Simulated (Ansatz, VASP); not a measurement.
## Co in VASP and in Ansatz

```
Co
1.0
     2.44926    0.00000    0.00000
    -1.22463    2.12112    0.00000
     0.00000    0.00000    7.98126
Co
4
Direct
  0.00000 0.00000 0.00000
  0.00000 0.00000 0.50000
  0.33333 0.66667 0.25000
  0.66667 0.33333 0.75000
```

Alike in both runs: task single point; functional r2SCAN; k mesh 17 × 17 × 5; occupations fermi-dirac, width 0.1 eV; no spin polarisation.

|  | VASP | Ansatz |
| --- | --- | --- |
| version | VASP 6.6.1 | Ansatz 0.2.0 |
| potentials or method | VASP PAW PBE potentials, release 64 (Co), cutoff 520 eV | plane waves (500 eV) with PAW, scalar-relativistic |
| valence electrons in the cell | 36 | 68 |

|  | VASP | Ansatz | Ansatz less VASP |
| --- | --- | --- | --- |
| pressure (GPa) | -9.8 | -10.1 | -0.33 |

VASP's potentials were made for PBE, not for r2SCAN. The functional is the same, so the differences come from potentials, cutoffs and numerics. VASP's potentials hold 36 valence electrons a cell and Ansatz's 68, so a difference there can come from the potentials and not from the codes.
